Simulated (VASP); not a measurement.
# CuO (Cccm) in VASP: single point with PBE

Aim: the single point of CuO with PBE.

All numbers are computed with VASP 6.6.1; they aren't measurements. Logs are shortened: lines on timing, memory, paths and dates and some standing lists are left out, and cuts for length are marked.

## (1) The cell of the first run

The structure is orthorhombic, space group Cccm (No. 66). The conventional cell has a = 3.982 Å, b = 4.307 Å, c = 5.156 Å, α = 90.00°, β = 90.00°, γ = 90.00°. Cu (site symmetry 2/m) has 4 O at 1.95 Å within 2.6 Å. O (site symmetry 222) has 4 Cu at 1.95 Å and 2 O at 2.58 Å within 2.6 Å.

## (2) Single point, PBE

The input, POSCAR:

```
CuO
1.0
    1.9909680000     -2.1535500000      0.0000000000
    1.9909680000      2.1535500000      0.0000000000
    0.0000000000      0.0000000000      5.1559280000
Cu O
2 2
Direct
    0.5000000000      0.0000000000      0.0000000000
    0.0000000000      0.5000000000      0.5000000000
    0.5000000000      0.5000000000      0.2500000000
    0.5000000000      0.5000000000      0.7500000000
```

The input, INCAR.step1:

```
SYSTEM = CuO
ALGO     = Normal         ! electronic algorithm
EDIFF    = 1E-6           ! SCF threshold, eV
ENCUT    = 610            ! plane-wave cutoff, eV
GGA      = PE             ! functional
GGA_COMPAT= .False.      
ISIF     = 2              ! what is computed and relaxed
ISMEAR   = -1             ! smearing method
LASPH    = .True.         ! aspherical terms in the spheres
LCHARG   = .True.         ! write CHGCAR
LMAXMIX  = 4              ! l up to which the mixer works
LORBIT   = 11             ! projections on sites
LREAL    = .False.        ! projectors in reciprocal space
LWAVE    = .False.        ! write WAVECAR
NBANDS   = 33             ! bands
NEDOS    = 2001           ! points of the DOS
NELM     = 120            ! most SCF steps
PREC     = Accurate       ! precision mode
SIGMA    = 0.05           ! smearing width, eV
```

The input, KPOINTS.step1:

```
k-points
0
Gamma
  9 9 5
  0 0 0
```

The input, INCAR.step2:

```
SYSTEM = CuO
ALGO     = Normal         ! electronic algorithm
EDIFF    = 1E-6           ! SCF threshold, eV
ENCUT    = 610            ! plane-wave cutoff, eV
GGA      = PE             ! functional
GGA_COMPAT= .False.      
ICHARG   = 11             ! starting density
ISIF     = 2              ! what is computed and relaxed
ISMEAR   = -5             ! smearing method
LASPH    = .True.         ! aspherical terms in the spheres
LCHARG   = .False.        ! write CHGCAR
LMAXMIX  = 4              ! l up to which the mixer works
LORBIT   = 11             ! projections on sites
LREAL    = .False.        ! projectors in reciprocal space
LWAVE    = .False.        ! write WAVECAR
NEDOS    = 1001           ! points of the DOS
NELM     = 120            ! most SCF steps
PREC     = Accurate       ! precision mode
SIGMA    = 0.05           ! smearing width, eV
```

The input, KPOINTS.step2:

```
k-points
0
Gamma
  14 14 8
  0 0 0
```

Potentials or basis: VASP PAW PBE potentials, release 64 (Cu_sv_GW, O).

On the command line:

```console
> cat potpaw_PBE.64/Cu_sv_GW/POTCAR potpaw_PBE.64/O/POTCAR > POTCAR
> cp INCAR.step1 INCAR
> cp KPOINTS.step1 KPOINTS
> mpirun -np 1 vasp_std > vasp.out
> cp INCAR.step2 INCAR
> cp KPOINTS.step2 KPOINTS
> mpirun -np 1 vasp_std > vasp.out
```

OUTCAR:

```text
SYSTEM = CuO
   EDIFF = 1E-6
   ENCUT = 610
   GGA = PE
   ICHARG = 11
   ISIF = 2
   ISMEAR = -5
   LASPH = .True.
   LORBIT = 11
   LREAL = .False.
   NELM = 120
   PREC = Accurate

 ion  position               nearest neighbor table
   1  0.500  0.000  0.000-   3 1.95   4 1.95   3 1.95   4 1.95
   2  0.000  0.500  0.500-   3 1.95   4 1.95   3 1.95   4 1.95
   3  0.500  0.500  0.250-   1 1.95   2 1.95   1 1.95   2 1.95
   4  0.500  0.500  0.750-   1 1.95   2 1.95   1 1.95   2 1.95

  LATTYP: Found a base centered orthorhombic cell.
 ALAT       =     3.9819360000
 B/A-ratio  =     1.0816597755
 C/A-ratio  =     1.2948294498

  Lattice vectors:

 A1 = (   1.9909680000,  -2.1535500000,   0.0000000000)
 A2 = (   1.9909680000,   2.1535500000,   0.0000000000)
 A3 = (   0.0000000000,   0.0000000000,   5.1559280000)

Analysis of symmetry for initial positions (statically):
=====================================================================
 Subroutine PRICEL returns:
 Original cell was already a primitive cell.

 Routine SETGRP: Setting up the symmetry group for a
 base centered orthorhombic supercell.

 Subroutine GETGRP returns: Found  8 space group operations
 (whereof  4 operations were pure point group operations)
 out of a pool of  8 trial point group operations.

The static configuration has the point symmetry C_2h.
 The point group associated with its full space group is D_2h.

Analysis of symmetry for dynamics (positions and initial velocities):
=====================================================================
 Subroutine PRICEL returns:
 Original cell was already a primitive cell.

 Routine SETGRP: Setting up the symmetry group for a
 base centered orthorhombic supercell.

 Subroutine GETGRP returns: Found  8 space group operations
 (whereof  4 operations were pure point group operations)
 out of a pool of  8 trial point group operations.

The dynamic configuration has the point symmetry C_2h.
 The point group associated with its full space group is D_2h.

 Subroutine INISYM returns: Found  8 space group operations
 (whereof  4 operations are pure point group operations),
 and found     1 'primitive' translations

----------------------------------------------------------------------------------------

                                     Primitive cell

  volume of cell :      44.2136

  direct lattice vectors                    reciprocal lattice vectors
     1.990968000 -2.153550000  0.000000000     0.251134122 -0.232174781  0.000000000
     1.990968000  2.153550000  0.000000000     0.251134122  0.232174781  0.000000000
     0.000000000  0.000000000  5.155928000     0.000000000  0.000000000  0.193951506

  length of vectors
     2.932870809  2.932870809  5.155928000     0.342013854  0.342013854  0.193951506

  position of ions in fractional coordinates (direct lattice)
     0.500000000  0.000000000  0.000000000
     0.000000000  0.500000000  0.500000000
     0.500000000  0.500000000  0.250000000
     0.500000000  0.500000000  0.750000000

  ion indices of the primitive-cell ions
   primitive index   ion index
                 1           1
                 2           2
                 3           3
                 4           4

----------------------------------------------------------------------------------------

 KPOINTS: k-points

Automatic generation of k-mesh.
 Grid dimensions read from file:
 generate k-points for:   14   14    8

 Generating k-lattice:

  Cartesian coordinates                     Fractional coordinates (reciprocal lattice)
     0.017938152 -0.016583913  0.000000000     0.071428571  0.000000000  0.000000000
     0.017938152  0.016583913  0.000000000     0.000000000  0.071428571  0.000000000
     0.000000000  0.000000000  0.024243938     0.000000000  0.000000000  0.125000000

  Length of vectors
     0.024429561  0.024429561  0.024243938

  Shift w.r.t. Gamma in fractional coordinates (k-lattice)
     0.000000000  0.000000000  0.000000000

 TETIRR: Found   2352 inequivalent tetrahedra from     9408

 Subroutine IBZKPT returns following result:
 ===========================================

 Found    285 irreducible k-points:

 Following reciprocal coordinates:
            Coordinates               Weight
  0.000000  0.000000  0.000000      1.000000
  0.071429  0.000000  0.000000      4.000000
  0.142857  0.000000  0.000000      4.000000
  0.214286  0.000000  0.000000      4.000000
  0.285714  0.000000  0.000000      4.000000
  0.357143  0.000000  0.000000      4.000000
[... 16 lines left out ...]
  0.214286  0.142857  0.000000      4.000000
  0.285714  0.142857  0.000000      4.000000
 [... further k-points ...]
   k-points           NKPTS =    285   k-points in BZ     NKDIM =    285   number of bands    NBANDS=     30
   number of dos      NEDOS =   1001   number of ions     NIONS =      4
   total plane-waves  NPLWV =  24192
   dimension x,y,z NGX =    24 NGY =   24 NGZ =   42
   dimension x,y,z NGXF=    48 NGYF=   48 NGZF=   84
   ions per type =               2   2
   NGX,Y,Z   is equivalent  to a cutoff of  13.60, 13.60, 13.54 a.u.
   NGXF,Y,Z  is equivalent  to a cutoff of  27.21, 27.21, 27.08 a.u.
 SYSTEM =  CuO
   PREC   = accura    normal or accurate (medium, high low for compatibility)
   ISTART =      0    job   : 0-new  1-cont  2-samecut
   ICHARG =     11    charge: 1-file 2-atom 10-const
   ISPIN  =      1    spin polarized calculation?
   LNONCOLLINEAR =      F non collinear calculations
   LSORBIT =      F    spin-orbit coupling
   LASPH  =      T    aspherical Exc in radial PAW
   ENCUT  =  610.0 eV  44.83 Ry    6.70 a.u.   5.91  5.91 10.38*2*pi/ulx,y,z
   NELM   =    120;   NELMIN=  2; NELMDL=  0     # of ELM steps
   EDIFF  = 0.1E-05   stopping-criterion for ELM
   LREAL  =      F    real-space projection
   EDIFFG = 0.1E-04   stopping-criterion for IOM
   NSW    =      0    number of steps for IOM
   IBRION =     -1    ionic relax: 0-MD 1-quasi-New 2-CG
   NFREE  =      0    steps in history (QN), initial steepest desc. (CG)
   ISIF   =      2    stress and relaxation
   ISYM   =      2    0-nonsym 1-usesym 2-fastsym
   POTIM  = 0.5000    time-step for ionic-motion
   TEBEG  =    0.0;   TEEND  =   0.0 temperature during run
   PSTRESS=    0.0 pullay stress
   NELECT =      50.0000    total number of electrons
   NUPDOWN=      -1.0000    fix difference up-down
   EMIN   =  10.00;   EMAX   =-10.00  energy-range for DOS
   EFERMI =   0.00;   METHOD = LEGACY
   ISMEAR =    -5;   SIGMA  =   0.05  broadening in eV -4-tet -1-fermi 0-gaus
   EFERMI_NEDOS =   21; number of points for ismear=-14 and -15
   IALGO  =     38    algorithm
   IMIX   =      4    mixing-type and parameters
     AMIX     =   0.40;   BMIX     =  1.00
     AMIX_MAG =   1.60;   BMIX_MAG =  1.00
  volume/ion in A,a.u.               =      11.05        74.59
  Fermi-wavevector in a.u.,A,eV,Ry     =   1.705609  3.223134 39.580735  2.909102
  Thomas-Fermi vector in A             =   2.784798
   LORBIT       =     11    0 simple, 1 ext, 2 COOP (PROOUT), +10 PAW based schemes
   GGA     = PE    functional components
   LHFCALC =     F    Hartree Fock is set to
   AEXX    =    0.0000 exact exchange contribution
   IVDW    =     0    specifies the selected vdW correction
   LEPSILON=     F    determine dielectric tensor
   LRPA    =     F    only Hartree local field effects (RPA)
 non-spin polarized calculation
 Fermi weights with tetrahedron method with Bloechl corrections
  energy-cutoff  :      610.00
  volume of cell :       44.21
 maximum number of plane-waves:      1540

 number of electron      49.9999997 magnetization

 Free energy of the ion-electron system (eV)
  ---------------------------------------------------
  ext. energy  EPLUGINS =         0.00000000
  ---------------------------------------------------
  free energy    TOTEN  =       -19.86294833 eV

  energy without entropy =      -19.86294833  energy(sigma->0) =      -19.86294833

 E-fermi :   4.9602     XC(G=0): -11.6776

 val. band max:        4.9680098011   @ k =  -0.4286   0.0714   0.1250
 cond. band min:       4.9203763774   @ k =   0.0714   0.0714   0.5000
 fundamental gap:     -0.0476334236
 Fermi energy:         4.9601545365

 k-point     1 :       0.0000    0.0000    0.0000
  band No.  band energies     occupation
      1    -107.7587      2.00000
      2    -107.7582      2.00000
      3     -65.2698      2.00000
      4     -65.2696      2.00000
      5     -65.2373      2.00000
      6     -65.2316      2.00000
[... 22 lines left out ...]
     29      12.1976      0.00000
     30      18.2474      0.00000

 k-point     2 :       0.0714    0.0000    0.0000
  band No.  band energies     occupation
      1    -107.7588      2.00000
      2    -107.7582      2.00000
      3     -65.2703      2.00000
      4     -65.2697      2.00000
      5     -65.2371      2.00000
      6     -65.2317      2.00000
[... 22 lines left out ...]
     29      12.0599      0.00000
     30      17.8125      0.00000

 k-point     3 :       0.1429    0.0000    0.0000
  band No.  band energies     occupation
      1    -107.7588      2.00000
      2    -107.7582      2.00000
      3     -65.2722      2.00000
      4     -65.2696      2.00000
      5     -65.2367      2.00000
      6     -65.2318      2.00000
[... 682 lines left out ...]
     29      13.1736      0.00000
     30      15.7571      0.00000

 k-point    24 :       0.2857    0.1429    0.0000
  band No.  band energies     occupation
      1    -107.7584      2.00000
      2    -107.7584      2.00000
      3     -65.2775      2.00000
      4     -65.2718      2.00000
      5     -65.2353      2.00000
      6     -65.2322      2.00000
[... 22 lines left out ...]
     29      13.9717      0.00000
     30      14.6042      0.00000

 [... further k-points ...]

------------------------ aborting loop because EDIFF is reached ----------------------------------------

  FORCE on cell =-STRESS in cart. coord.  units (eV):
  Direction    XX          YY          ZZ          XY          YZ          ZX
  --------------------------------------------------------------------------------------
  -------------------------------------------------------------------------------------
  Total        0.2080357     -0.1092891      0.0250217      0.0000000      0.0000000      0.0000000
  in kB        7.5386297     -3.9603309      0.9067169      0.0000000      0.0000000      0.0000000
  external PRESSURE =       1.4950052 kB  Pullay stress =       0.0000000 kB

 VOLUME and BASIS-vectors are now :
 -----------------------------------------------------------------------------
  energy-cutoff  :      610.00
  volume of cell :       44.21
      direct lattice vectors                 reciprocal lattice vectors
     1.990968000 -2.153550000  0.000000000     0.251134122 -0.232174781  0.000000000
     1.990968000  2.153550000  0.000000000     0.251134122  0.232174781  0.000000000
     0.000000000  0.000000000  5.155928000     0.000000000  0.000000000  0.193951506

 POSITION                                       TOTAL-FORCE (eV/Angst)
 -----------------------------------------------------------------------------------
      0.99548     -1.07678      0.00000         0.000000     -0.000000      0.000000
      0.99548      1.07678      2.57796         0.000000     -0.000000      0.000000
      1.99097      0.00000      1.28898         0.000000      0.000000     -0.000000
      1.99097      0.00000      3.86695         0.000000      0.000000      0.000000
 -----------------------------------------------------------------------------------
    total drift:                                0.000000      0.000000     -0.000000

  FREE ENERGIE OF THE ION-ELECTRON SYSTEM (eV)
  ---------------------------------------------------
  free  energy   TOTEN  =       -19.8629483314 eV

  energy  without entropy=      -19.8629483314  energy(sigma->0) =      -19.86294833

 total charge

# of ion       s       p       d       f       tot
--------------------------------------------------
    1        2.252   6.389   8.865   0.012  17.518
    2        2.252   6.389   8.865   0.012  17.518
    3        1.573   3.381   0.000   0.000   4.954
    4        1.573   3.381   0.000   0.000   4.954
--------------------------------------------------
tot          7.651  19.541  17.729   0.023  44.944
```

It took 6.2 min on 1 thread of Intel Xeon Platinum 8259CL at 2.50GHz (Skylake/Cascade Lake), shared host; peak memory 0.53 GiB.

What came out:

```
Valence electrons inside the program's atomic spheres : Cu 17.52; O 4.95
```

Caveat: semilocal functionals often make such compounds metallic where correlation or magnetic order opens a gap, which also shifts bond lengths.
